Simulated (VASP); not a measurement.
# MgS (F-43m) in VASP: a series of runs

The runs below take MgS through single point, relaxation of cell and atoms, with PBEsol, PBE, PBEsol-based screened hybrid.

Everything below comes from runs of VASP 6.6.1. Logs are shortened: lines on timing, memory, paths and dates and some standing lists are left out, and cuts for length are marked.

### Step 1. The cell of the first run

It takes space group F-43m (No. 216, cubic). The conventional cell has a = 5.666 Å, b = 5.666 Å, c = 5.666 Å, α = 90.00°, β = 90.00°, γ = 90.00°. Within 3.2 Å of S (site symmetry -43m) lie 4 Mg at 2.45 Å. Mg (site symmetry -43m) has 4 S at 2.45 Å within 3.2 Å.

### Step 2. Single point, PBEsol

File INCAR:

```
SYSTEM = MgS
ALGO = Normal
EDIFF = 1E-7
ENCUT = 520
GGA = PS
ISIF = 2
ISMEAR = -1
LASPH = .True.
LCHARG = .False.
LREAL = .False.
LWAVE = .False.
NBANDS = 11
NELM = 80
PREC = Accurate
SIGMA = 0.03
```

File KPOINTS:

```
k-points
0
Gamma
  5 5 5
  0 0 0
```

File POSCAR:

```
MgS
1.0
    0.0000000000      2.8331200468      2.8331200468
    2.8331200468      0.0000000000      2.8331200468
    2.8331200468      2.8331200468      0.0000000000
S Mg
1 1
Direct
    0.2500000000      0.2500000000      0.2500000000
    0.0000000000      0.0000000000      0.0000000000
```

Potentials or basis: VASP PAW PBE potentials, release 64 (S, Mg).

The run is started by

```console
> cat potpaw_PBE.64/S/POTCAR potpaw_PBE.64/Mg/POTCAR > POTCAR
> mpirun -np 1 vasp_std > vasp.out
```

OUTCAR:

```text
SYSTEM = MgS
   EDIFF = 1E-7
   ENCUT = 520
   GGA = PS
   ISIF = 2
   ISMEAR = -1
   LASPH = .True.
   LREAL = .False.
   NELM = 80
   PREC = Accurate

 ion  position               nearest neighbor table
   1  0.250  0.250  0.250-   2 2.45   2 2.45   2 2.45   2 2.45
   2  0.000  0.000  0.000-   1 2.45   1 2.45   1 2.45   1 2.45

  LATTYP: Found a face centered cubic cell.
 ALAT       =     5.6662400936

  Lattice vectors:

 A1 = (   0.0000000000,   2.8331200468,   2.8331200468)
 A2 = (   2.8331200468,   0.0000000000,   2.8331200468)
 A3 = (   2.8331200468,   2.8331200468,   0.0000000000)

Analysis of symmetry for initial positions (statically):
=====================================================================
 Subroutine PRICEL returns:
 Original cell was already a primitive cell.

 Routine SETGRP: Setting up the symmetry group for a
 face centered cubic supercell.

 Subroutine GETGRP returns: Found 24 space group operations
 (whereof 24 operations were pure point group operations)
 out of a pool of 48 trial point group operations.

The static configuration has the point symmetry T_d .

Analysis of symmetry for dynamics (positions and initial velocities):
=====================================================================
 Subroutine PRICEL returns:
 Original cell was already a primitive cell.

 Routine SETGRP: Setting up the symmetry group for a
 face centered cubic supercell.

 Subroutine GETGRP returns: Found 24 space group operations
 (whereof 24 operations were pure point group operations)
 out of a pool of 48 trial point group operations.

The dynamic configuration has the point symmetry T_d .

 Subroutine INISYM returns: Found 24 space group operations
 (whereof 24 operations are pure point group operations),
 and found     1 'primitive' translations

----------------------------------------------------------------------------------------

                                     Primitive cell

  volume of cell :      45.4805

  direct lattice vectors                    reciprocal lattice vectors
     0.000000000  2.833120047  2.833120047    -0.176483874  0.176483874  0.176483874
     2.833120047  0.000000000  2.833120047     0.176483874 -0.176483874  0.176483874
     2.833120047  2.833120047  0.000000000     0.176483874  0.176483874 -0.176483874

  length of vectors
     4.006636794  4.006636794  4.006636794     0.305679036  0.305679036  0.305679036

[... 71 lines left out ...]
   ISIF   =      2    stress and relaxation
   ISYM   =      2    0-nonsym 1-usesym 2-fastsym
   POTIM  = 0.5000    time-step for ionic-motion
   TEBEG  =    0.0;   TEEND  =   0.0 temperature during run
   PSTRESS=    0.0 pullay stress
   NELECT =       8.0000    total number of electrons
   NUPDOWN=      -1.0000    fix difference up-down
   EMIN   =  10.00;   EMAX   =-10.00  energy-range for DOS
   EFERMI =   0.00;   METHOD = LEGACY
   ISMEAR =    -1;   SIGMA  =   0.03  broadening in eV -4-tet -1-fermi 0-gaus
   EFERMI_NEDOS =   21; number of points for ismear=-14 and -15
   IALGO  =     38    algorithm
   IMIX   =      4    mixing-type and parameters
     AMIX     =   0.40;   BMIX     =  1.00
     AMIX_MAG =   1.60;   BMIX_MAG =  1.00
  volume/ion in A,a.u.               =      22.74       153.46
  Fermi-wavevector in a.u.,A,eV,Ry     =   0.917269  1.733386 11.447692  0.841382
  Thomas-Fermi vector in A             =   2.042218
   LORBIT       =      0    0 simple, 1 ext, 2 COOP (PROOUT), +10 PAW based schemes
   GGA     = PS    functional components
   LHFCALC =     F    Hartree Fock is set to
   AEXX    =    0.0000 exact exchange contribution
   IVDW    =     0    specifies the selected vdW correction
   LEPSILON=     F    determine dielectric tensor
   LRPA    =     F    only Hartree local field effects (RPA)
 non-spin polarized calculation
  energy-cutoff  :      520.00
  volume of cell :       45.48
 maximum number of plane-waves:      1243
 NGX is ok and might be reduce to    30
   NGX = 15   NGY = 15   NGZ = 15

 number of electron       8.0000001 magnetization

 Free energy of the ion-electron system (eV)
  ---------------------------------------------------
  ext. energy  EPLUGINS =         0.00000000
  ---------------------------------------------------
  free energy    TOTEN  =        -8.91405829 eV

  energy without entropy =       -8.91405829  energy(sigma->0) =       -8.91405829

 E-fermi :   1.6566     XC(G=0):  -8.5667

 val. band max:        0.9896744846   @ k =   0.0000   0.0000   0.0000
 cond. band min:       4.2733196121   @ k =   0.0000   0.0000   0.0000
 fundamental gap:      3.2836451275
 Fermi energy:         1.6565514345

 k-point     1 :       0.0000    0.0000    0.0000
  band No.  band energies     occupation
      1     -10.2716      2.00000
      2       0.9897      2.00000
      3       0.9897      2.00000
      4       0.9897      2.00000
      5       4.2733      0.00000
      6       8.8546      0.00000
      7       8.8546      0.00000
      8       8.8546      0.00000
      9      11.7668      0.00000
     10      11.7668      0.00000
     11      14.5163      0.00000
[... 113 lines left out ...]
 k-point    10 :      -0.4000    0.4000    0.2000
  band No.  band energies     occupation
      1      -9.4145      2.00000
      2      -1.5027      2.00000
      3      -0.6740      2.00000
      4      -0.0265      2.00000
      5       6.3869      0.00000
      6       8.2641      0.00000
      7       8.6105      0.00000
      8      10.7057      0.00000
      9      12.4555      0.00000
     10      13.6505      0.00000
     11      16.0979      0.00000

------------------------ aborting loop because EDIFF is reached ----------------------------------------

  FORCE on cell =-STRESS in cart. coord.  units (eV):
  Direction    XX          YY          ZZ          XY          YZ          ZX
  --------------------------------------------------------------------------------------
  -------------------------------------------------------------------------------------
  Total       -0.1434258     -0.1434258     -0.1434258      0.0000000     -0.0000000      0.0000000
  in kB       -5.0525774     -5.0525774     -5.0525774      0.0000000     -0.0000000      0.0000000
  external PRESSURE =      -5.0525774 kB  Pullay stress =       0.0000000 kB

 VOLUME and BASIS-vectors are now :
 -----------------------------------------------------------------------------
  energy-cutoff  :      520.00
  volume of cell :       45.48
      direct lattice vectors                 reciprocal lattice vectors
     0.000000000  2.833120047  2.833120047    -0.176483874  0.176483874  0.176483874
     2.833120047  0.000000000  2.833120047     0.176483874 -0.176483874  0.176483874
     2.833120047  2.833120047  0.000000000     0.176483874  0.176483874 -0.176483874

 POSITION                                       TOTAL-FORCE (eV/Angst)
 -----------------------------------------------------------------------------------
      1.41656      1.41656      1.41656         0.000000      0.000000      0.000000
      0.00000      0.00000      0.00000        -0.000000     -0.000000     -0.000000
 -----------------------------------------------------------------------------------
    total drift:                                0.000000      0.000000      0.000000

  FREE ENERGIE OF THE ION-ELECTRON SYSTEM (eV)
  ---------------------------------------------------
  free  energy   TOTEN  =        -8.9140582928 eV

  energy  without entropy=       -8.9140582928  energy(sigma->0) =       -8.91405829
```

It took 7.8 s on 1 thread of Intel Xeon Platinum 8259CL at 2.50GHz (Skylake/Cascade Lake), shared host; peak memory 0.16 GiB.

What came out:

```yaml
Free_energy: -8.9141 eV
Pressure: -0.5 GPa
Band_gap_on_the_k_mesh: 3.28 eV, direct
```

Caveat: the PAW data sets were made with another functional, which shifts forces and pressure a little. PBEsol gaps usually lie below the measured ones, often by a third to a half.

### Step 3. Single point, PBE

This run uses another cell than the first one, of 23.20 Å³/atom, 1.020 times its volume.

File INCAR:

```
SYSTEM = MgS
PREC = Accurate
ENCUT = 600
EDIFF = 1E-6
ISMEAR = -1
SIGMA = 0.05
LREAL = .FALSE.
LASPH = .TRUE.
NELM = 120
ALGO = Normal
ISIF = 2
LWAVE = .FALSE.
LCHARG = .TRUE.
GGA = PE
LELF = .TRUE.
LVHAR = .TRUE.
NBANDS = 11
GGA_COMPAT = .FALSE.
```

File KPOINTS:

```
Automatic mesh
0
G
  8 8 8
  0 0 0
```

File POSCAR:

```
MgS
1.0
    0.0000000000      2.8518829780      2.8518829780
    2.8518829780      0.0000000000      2.8518829780
    2.8518829780      2.8518829780      0.0000000000
S Mg
1 1
Direct
    0.2500000000      0.2500000000      0.2500000000
    0.0000000000      0.0000000000      0.0000000000
```

Potentials or basis: VASP PAW PBE potentials, release 64 (S, Mg).

The run is started by

```console
> cat potpaw_PBE.64/S/POTCAR potpaw_PBE.64/Mg/POTCAR > POTCAR
> mpirun -np 1 vasp_std > vasp.out
```

Wall time 9.4 s (1 thread of Intel Xeon Platinum 8559C (Emerald Rapids), shared host); peak memory 0.17 GiB.

The run converged. Its results:

```yaml
Free_energy: -8.4730 eV
Pressure: -0.3 GPa
Band_gap_on_the_k_mesh: 3.35 eV, direct
```

Levels at points of the mesh, in eV from the valence-band top:
```csv
k point,band 1,band 2,band 3,band 4,band 5,band 6,band 7,band 8
"(0.00, 0.00, 0.00)",-11.20,0.00,0.00,0.00,3.35,7.89,7.89,7.89
"(0.50, 0.00, 0.00)",-10.55,-3.05,-0.32,-0.32,5.03,7.61,7.61,8.50
"(0.50, 0.50, 0.00)",-10.34,-2.75,-1.00,-1.00,3.90,5.62,10.95,12.12
```

Expect the measured gap to be larger: semilocal functionals such as PBE lack the derivative discontinuity.

### Step 4. Single point, PBE

This run uses another cell than the first one, of 24.10 Å³/atom, 1.060 times its volume.

File INCAR:

```
PREC = Accurate
ENCUT = 600
EDIFF = 1E-6
ISMEAR = -1
SIGMA = 0.05
LREAL = F
LASPH = T
NELM = 120
ALGO = Normal
ISIF = 2
LWAVE = F
LCHARG = F
GGA = PE
NBANDS = 11
GGA_COMPAT = F
```

File KPOINTS:

```
regular mesh
0
Gamma
  8 8 8
```

File POSCAR:

```
MgS
1.0
    0.0000000000      2.8886855272      2.8886855272
    2.8886855272      0.0000000000      2.8886855272
    2.8886855272      2.8886855272      0.0000000000
S Mg
1 1
Direct
    0.2500000000      0.2500000000      0.2500000000
    0.0000000000      0.0000000000      0.0000000000
```

The run is started by

```console
> cat potpaw_PBE.64/S/POTCAR potpaw_PBE.64/Mg/POTCAR > POTCAR
> mpirun -np 1 vasp_std > vasp.out
```

It took 14 s on 1 thread of Intel Xeon Platinum 8559C (Emerald Rapids), shared host; peak memory 0.2 GiB.

It converged, with:

```
Free energy            : -8.4582 eV
Pressure               : -2.2 GPa
Band gap on the k mesh : 3.16 eV, direct
```

Levels at points of the mesh, in eV from the valence-band top:
| k point | band 2 | band 3 | band 4 | band 5 | band 6 | band 7 |
| --- | --- | --- | --- | --- | --- | --- |
| (0.00, 0.00, 0.00) | 0.00 | 0.00 | 0.00 | 3.16 | 7.79 | 7.79 |
| (0.50, 0.00, 0.00) | -2.93 | -0.31 | -0.31 | 4.89 | 7.55 | 7.55 |
| (0.50, 0.50, 0.00) | -2.65 | -0.96 | -0.96 | 3.93 | 5.55 | 10.60 |

A hybrid or GW would open this gap; PBE tends to underestimate it.

### Step 5. Relaxation of cell and atoms, PBEsol-based screened hybrid

File POSCAR:

```
MgS
1.0
    0.0000000000      2.8331200468      2.8331200468
    2.8331200468      0.0000000000      2.8331200468
    2.8331200468      2.8331200468      0.0000000000
S Mg
1 1
Direct
    0.2500000000      0.2500000000      0.2500000000
    0.0000000000      0.0000000000      0.0000000000
```

File INCAR.step1:

```
ALGO = Normal
EDIFF = 1E-5
ENCUT = 600
GGA = PE
ISMEAR = -1
LASPH = True
LCHARG = False
LREAL = False
LWAVE = True
NBANDS = 11
NELM = 80
PREC = Accurate
SIGMA = 0.05
```

File INCAR.step2:

```
AEXX = 0.25
ALGO = Normal
EDIFF = 1E-7
EDIFFG = -0.01
ENCUT = 600
GGA = PS
HFSCREEN = 0.207
IBRION = 2
ISIF = 3
ISMEAR = -1
ISTART = 1
LASPH = True
LCHARG = False
LHFCALC = True
LREAL = False
LWAVE = False
NELM = 80
NSW = 60
PREC = Accurate
PRECFOCK = Normal
SIGMA = 0.05
```

File KPOINTS:

```
k-points
0
Gamma
  4 4 4
```

The run is started by

```console
> cat potpaw_PBE.64/S/POTCAR potpaw_PBE.64/Mg/POTCAR > POTCAR
> cp INCAR.step1 INCAR
> mpirun -np 1 vasp_std > vasp.out
> cp INCAR.step2 INCAR
> mpirun -np 1 vasp_std > vasp.out
```

It used 1100 s of CPU time on 1 thread of AMD EPYC 7R13 Processor (Zen 3), with other jobs on the host.

Results (log left out):

```
Free energy                            : -10.1584 eV
Relaxed volume                         : 22.31 Å³/atom
Relaxed cell                           : a = 3.981 Å, b = 3.981 Å, c = 3.981 Å, α = 60.00°, β = 60.00°, γ = 60.00°
Space group after relaxing (to 0.05 Å) : F-43m (No. 216)
Energy gained by relaxing              : 1.5 meV/atom
Ionic steps                            : 3
Pressure after relaxing                : 0.0 GPa
Band gap on the k mesh                 : 4.47 eV, direct
```

The path:
```
step  energy change (eV)  largest force (eV/Å)  pressure (GPa)  volume (Å³)
   1              0.0000                0.0000           -1.13        45.48
   2             -0.0029                0.0000            0.27        44.43
   3             -0.0031                0.0000            0.01        44.63
```

Final structure:
```xyz
2
Lattice="0.0000 2.8153 2.8153 2.8153 0.0000 2.8153 2.8153 2.8153 0.0000" Properties=species:S:1:pos:R:3 pbc="T T T"
S     1.4076    1.4076    1.4076
Mg    0.0000    0.0000    0.0000
```

Levels at points of the mesh, in eV from the valence-band top:
| k point | band 2 | band 3 | band 4 | band 5 | band 6 | band 7 |
| --- | --- | --- | --- | --- | --- | --- |
| (0.00, 0.00, 0.00) | 0.00 | 0.00 | 0.00 | 4.47 | 9.17 | 9.17 |
| (0.50, 0.00, 0.00) | -3.50 | -0.37 | -0.37 | 6.19 | 8.78 | 8.78 |
| (0.50, 0.50, 0.00) | -3.14 | -1.16 | -1.16 | 4.71 | 6.69 | 12.70 |

Caveat: the k points lie up to 0.48 Å⁻¹ apart in the final cell; the PAW data sets were made with another functional, which shifts forces and pressure a little.

### Step 6. Summary

| task | level | cell | k mesh | cutoff (eV) | smearing | grid for exact exchange (PRECFOCK) | share of exact exchange | screening parameter | gap on the mesh (eV) | pressure (GPa) |
| --- | --- | --- | --- | --- | --- | --- | --- | --- | --- | --- |
| single point | PBEsol | a = 4.007 Å, angles 60.0°, 2 atoms | 5 × 5 × 5 | 520 | fermi-dirac 0.03 eV | - | - | - | 3.28 | -0.5 |
| single point | PBE | a = 4.033 Å, angles 60.0°, 2 atoms | 8 × 8 × 8 | 600 | fermi-dirac 0.05 eV | - | - | - | 3.35 | -0.3 |
| single point | PBE | a = 4.085 Å, angles 60.0°, 2 atoms | 8 × 8 × 8 | 600 | fermi-dirac 0.05 eV | - | - | - | 3.16 | -2.2 |
| relaxation of cell and atoms | PBEsol-based screened hybrid | relaxed from a = 4.007 Å, angles 60.0°, 2 atoms | 4 × 4 × 4 | 600 | fermi-dirac 0.05 eV | Normal | 0.25 | 0.207 1/Å | 4.47 | 0.0 |

Alike in all rows: potentials or basis VASP PAW PBE potentials, release 64 (S, Mg); no spin polarisation.

Caveats: some runs use coarse meshes; the PAW data sets were made with another functional, which shifts forces and pressure a little (some runs).

Total energies depend on the potentials used, so only differences within one code and one set of settings carry meaning.
